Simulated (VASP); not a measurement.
# Ga3SbAs2 (I-4m2) in VASP: notebook, part 2 of 3

VASP 6.6.1. The steps go on from the part before.

## 3. Single point, PBE

This run uses another cell than the first one, of 22.25 Å³/atom.

INCAR reads:

```
PREC     = Accurate       # precision mode
ENCUT    = 520            # plane-wave cutoff, eV
EDIFF    = 1E-6           # SCF threshold, eV
ISMEAR   = 0              # smearing method
SIGMA    = 0.1            # smearing width, eV
LREAL    = False          # projectors in reciprocal space
LASPH    = True           # aspherical terms in the spheres
NELM     = 60             # most SCF steps
ALGO     = Normal         # electronic algorithm
ISIF     = 2              # what is computed and relaxed
LWAVE    = False          # write WAVECAR
LCHARG   = False          # write CHGCAR
GGA      = PE             # functional
NBANDS   = 36             # bands
```

KPOINTS reads:

```
Automatic mesh
0
Gamma
  6 6 6
```

POSCAR reads:

```
Ga3SbAs2
1.0
   -1.9887365900      1.9887365900      8.4374947600
    1.9887365900     -1.9887365900      8.4374947600
    1.9887365900      1.9887365900     -8.4374947600
Ga Sb As
3 1 2
Direct
    0.6666666700      0.6666666700      0.0000000000
    0.3333333300      0.3333333300      0.0000000000
    0.0000000000      0.0000000000      0.0000000000
    0.7500000000      0.2500000000      0.5000000000
    0.4166666700      0.9166666700      0.5000000000
    0.0833333300      0.5833333300      0.5000000000
```

Potentials or basis: VASP PAW PBE potentials, release 64 (Ga_d, Sb, As).

Launch:

```console
cat potpaw_PBE.64/Ga_d/POTCAR potpaw_PBE.64/Sb/POTCAR potpaw_PBE.64/As/POTCAR > POTCAR
mpirun -np 1 vasp_std > vasp.out
```

OUTCAR:

```text
PREC = Accurate
   ENCUT = 520
   EDIFF = 1E-6
   ISMEAR = 0
   LREAL = False
   LASPH = True
   NELM = 60
   ISIF = 2
   GGA = PE

 ion  position               nearest neighbor table
   1  0.667  0.667  0.000-   4 2.44   4 2.44   6 2.44   6 2.44
   2  0.333  0.333  0.000-   4 2.44   4 2.44   5 2.44   5 2.44
   3  0.000  0.000  0.000-   6 2.44   5 2.44   6 2.44   5 2.44
   4  0.750  0.250  0.500-   2 2.44   1 2.44   2 2.44   1 2.44
   5  0.417  0.917  0.500-   3 2.44   3 2.44   2 2.44   2 2.44
   6  0.083  0.583  0.500-   3 2.44   3 2.44   1 2.44   1 2.44

  LATTYP: Found a body centered tetragonal cell.
 ALAT       =     3.9774731800
 C/A-ratio  =     4.2426406807

  Lattice vectors:

 A1 = (  -1.9887365900,   1.9887365900,   8.4374947600)
 A2 = (   1.9887365900,  -1.9887365900,   8.4374947600)
 A3 = (   1.9887365900,   1.9887365900,  -8.4374947600)

Analysis of symmetry for initial positions (statically):
=====================================================================
 Subroutine PRICEL returns:
 Original cell was already a primitive cell.

 Routine SETGRP: Setting up the symmetry group for a
 body centered tetragonal supercell.

 Subroutine GETGRP returns: Found  8 space group operations
 (whereof  8 operations were pure point group operations)
 out of a pool of 16 trial point group operations.

The static configuration has the point symmetry D_2d.

Analysis of symmetry for dynamics (positions and initial velocities):
=====================================================================
 Subroutine PRICEL returns:
 Original cell was already a primitive cell.

 Routine SETGRP: Setting up the symmetry group for a
 body centered tetragonal supercell.

 Subroutine GETGRP returns: Found  8 space group operations
 (whereof  8 operations were pure point group operations)
 out of a pool of 16 trial point group operations.

The dynamic configuration has the point symmetry D_2d.

 Subroutine INISYM returns: Found  8 space group operations
 (whereof  8 operations are pure point group operations),
 and found     1 'primitive' translations

----------------------------------------------------------------------------------------

                                     Primitive cell

  volume of cell :     133.4836

  direct lattice vectors                    reciprocal lattice vectors
    -1.988736590  1.988736590  8.437494760     0.000000000  0.251415900  0.059259296
     1.988736590 -1.988736590  8.437494760     0.251415900  0.000000000  0.059259296
     1.988736590  1.988736590 -8.437494760     0.251415900  0.251415900  0.000000000

  length of vectors
     8.893900397  8.893900397  8.893900397     0.258305283  0.258305283  0.355555776

  position of ions in fractional coordinates (direct lattice)
     0.666666670  0.666666670  0.000000000
     0.333333330  0.333333330  0.000000000
     0.000000000  0.000000000  0.000000000
     0.750000000  0.250000000  0.500000000
     0.416666670  0.916666670  0.500000000
     0.083333330  0.583333330  0.500000000

  ion indices of the primitive-cell ions
   primitive index   ion index
                 1           1
                 2           2
                 3           3
                 4           4
                 5           5
[... 30 lines left out ...]
  0.000000  0.000000  0.000000      1.000000
  0.166667 -0.000000  0.000000      8.000000
  0.333333  0.000000  0.000000      8.000000
  0.500000  0.000000  0.000000      4.000000
  0.166667  0.166667  0.000000      8.000000
  0.333333  0.166667  0.000000     16.000000
[... 16 lines left out ...]
 -0.333333 -0.333333  0.166667      8.000000
 -0.166667 -0.333333  0.166667      8.000000
 [... further k-points ...]
   k-points           NKPTS =     30   k-points in BZ     NKDIM =     30   number of bands    NBANDS=     36
   number of dos      NEDOS =    301   number of ions     NIONS =      6
   total plane-waves  NPLWV = 343000
   dimension x,y,z NGX =    70 NGY =   70 NGZ =   70
   dimension x,y,z NGXF=   140 NGYF=  140 NGZF=  140
   ions per type =               3   1   2
   NGX,Y,Z   is equivalent  to a cutoff of  13.08, 13.08, 13.08 a.u.
   NGXF,Y,Z  is equivalent  to a cutoff of  26.17, 26.17, 26.17 a.u.
 SYSTEM =  unknown system
   PREC   = accura    normal or accurate (medium, high low for compatibility)
   ISTART =      0    job   : 0-new  1-cont  2-samecut
   ICHARG =      2    charge: 1-file 2-atom 10-const
   ISPIN  =      1    spin polarized calculation?
   LNONCOLLINEAR =      F non collinear calculations
   LSORBIT =      F    spin-orbit coupling
   LASPH  =      T    aspherical Exc in radial PAW
   ENCUT  =  520.0 eV  38.22 Ry    6.18 a.u.  16.54 16.54 16.54*2*pi/ulx,y,z
   NELM   =     60;   NELMIN=  2; NELMDL= -5     # of ELM steps
   EDIFF  = 0.1E-05   stopping-criterion for ELM
   LREAL  =      F    real-space projection
   EDIFFG = 0.1E-04   stopping-criterion for IOM
   NSW    =      0    number of steps for IOM
   IBRION =     -1    ionic relax: 0-MD 1-quasi-New 2-CG
   NFREE  =      0    steps in history (QN), initial steepest desc. (CG)
   ISIF   =      2    stress and relaxation
   ISYM   =      2    0-nonsym 1-usesym 2-fastsym
   POTIM  = 0.5000    time-step for ionic-motion
   TEBEG  =    0.0;   TEEND  =   0.0 temperature during run
   PSTRESS=    0.0 pullay stress
   NELECT =      54.0000    total number of electrons
   NUPDOWN=      -1.0000    fix difference up-down
   EMIN   =  10.00;   EMAX   =-10.00  energy-range for DOS
   EFERMI =   0.00;   METHOD = LEGACY
   ISMEAR =     0;   SIGMA  =   0.10  broadening in eV -4-tet -1-fermi 0-gaus
   EFERMI_NEDOS =   21; number of points for ismear=-14 and -15
   IALGO  =     38    algorithm
   IMIX   =      4    mixing-type and parameters
     AMIX     =   0.40;   BMIX     =  1.00
     AMIX_MAG =   1.60;   BMIX_MAG =  1.00
  volume/ion in A,a.u.               =      22.25       150.13
  Fermi-wavevector in a.u.,A,eV,Ry     =   1.210775  2.288033 19.945812  1.465976
  Thomas-Fermi vector in A             =   2.346311
   LORBIT       =      0    0 simple, 1 ext, 2 COOP (PROOUT), +10 PAW based schemes
   GGA     = PE    functional components
   LHFCALC =     F    Hartree Fock is set to
   AEXX    =    0.0000 exact exchange contribution
   IVDW    =     0    specifies the selected vdW correction
   LEPSILON=     F    determine dielectric tensor
   LRPA    =     F    only Hartree local field effects (RPA)
 non-spin polarized calculation
 Gauss-broadening in eV      SIGMA  =   0.10
  energy-cutoff  :      520.00
  volume of cell :      133.48
 maximum number of plane-waves:      3679
 NGX is ok and might be reduce to    70
   NGX = 33   NGY = 33   NGZ = 33

 number of electron      54.0000001 magnetization

 Free energy of the ion-electron system (eV)
  ---------------------------------------------------
  ext. energy  EPLUGINS =         0.00000000
  ---------------------------------------------------
  free energy    TOTEN  =       -22.82452317 eV

  energy without entropy =      -22.82452317  energy(sigma->0) =      -22.82452317

 E-fermi :   5.7658     XC(G=0):  -9.8527

 val. band max:        5.3387826623   @ k =   0.0000   0.0000   0.0000
 cond. band min:       6.1889399578   @ k =   0.0000   0.0000   0.0000
 fundamental gap:      0.8501572956
 Fermi energy:         5.7657650234

 k-point     1 :       0.0000    0.0000    0.0000
  band No.  band energies     occupation
      1      -9.9770      2.00000
      2      -9.9284      2.00000
      3      -9.8878      2.00000
      4      -9.8878      2.00000
      5      -9.8339      2.00000
      6      -9.8339      2.00000
[... 925 lines left out ...]
     35      10.1734      0.00000
     36      10.6995      0.00000

 [... further k-points ...]

------------------------ aborting loop because EDIFF is reached ----------------------------------------

  FORCE on cell =-STRESS in cart. coord.  units (eV):
  Direction    XX          YY          ZZ          XY          YZ          ZX
  --------------------------------------------------------------------------------------
  -------------------------------------------------------------------------------------
  Total       10.3483424     10.3483424      9.8856482      0.0000000      0.0000000      0.0000000
  in kB      124.2090778    124.2090778    118.6554514      0.0000000      0.0000000      0.0000000
  external PRESSURE =     122.3578690 kB  Pullay stress =       0.0000000 kB

 VOLUME and BASIS-vectors are now :
 -----------------------------------------------------------------------------
  energy-cutoff  :      520.00
  volume of cell :      133.48
      direct lattice vectors                 reciprocal lattice vectors
    -1.988736590  1.988736590  8.437494760     0.000000000  0.251415900  0.059259296
     1.988736590 -1.988736590  8.437494760     0.251415900  0.000000000  0.059259296
     1.988736590  1.988736590 -8.437494760     0.251415900  0.251415900  0.000000000

 POSITION                                       TOTAL-FORCE (eV/Angst)
 -----------------------------------------------------------------------------------
      0.00000      0.00000     11.24999         0.000000      0.000000     -1.797937
      0.00000      0.00000      5.62500        -0.000000     -0.000000      1.797937
      0.00000      0.00000      0.00000         0.000000      0.000000     -0.000000
      0.00000      1.98874      4.21875         0.000000      0.000000     -0.000000
      1.98874      0.00000      7.03125         0.000000      0.000000      0.149595
      1.98874      0.00000      1.40625         0.000000      0.000000     -0.149595
 -----------------------------------------------------------------------------------
    total drift:                               -0.000002      0.000002      0.000000

  FREE ENERGIE OF THE ION-ELECTRON SYSTEM (eV)
  ---------------------------------------------------
  free  energy   TOTEN  =       -22.8245231749 eV

  energy  without entropy=      -22.8245231748  energy(sigma->0) =      -22.82452317
```

It took 7.1 min on 1 thread of Intel Xeon Platinum 8559C (Emerald Rapids), shared host; peak memory 0.73 GiB.

Results:

| Property | Result |
| --- | --- |
| Free energy | -22.8245 eV |
| Pressure | 12.2 GPa |
| Largest force | 1.798 eV/Å |
| Band gap on the k mesh | 0.85 eV |

Forces on the atoms (eV/Å):
```
Ga   0.000  0.000 -1.798
Ga   0.000  0.000  1.798
Ga   0.000  0.000  0.000
Sb   0.000  0.000  0.000
As   0.000  0.000  0.150
As   0.000  0.000 -0.150
```

Levels at points of the mesh, in eV from the valence-band top:
```
           k point  band 23  band 24  band 25  band 26  band 27  band 28  band 29  band 30  band 31  band 32
(0.00, 0.00, 0.00)    -2.51    -2.51    -0.04     0.00     0.00     0.85     1.11     1.46     2.41     2.51
(0.50, 0.00, 0.00)    -3.15    -1.50    -1.43    -1.33    -1.15     0.95     2.28     2.65     4.23     4.27
(0.50, 0.50, 0.00)    -3.74    -3.61    -3.60    -3.02    -3.02     1.12     1.25     3.06     3.11     3.11
(0.50, 0.50, 0.50)    -2.43    -1.33    -1.33    -1.06    -1.06     1.14     1.23     2.16     2.18     3.27
```

Caveat: the cell stands under pressure; spin-orbit coupling is left out, which moves the levels of the heavy elements; forces of over 1 eV/Å act on the atoms, so gaps and moduli don't describe the material at rest. A k mesh can miss the band edges.

(Part 2 of 3 ends here.)

The gap in the log of VASP goes by the Fermi energy; the results here count the filled bands.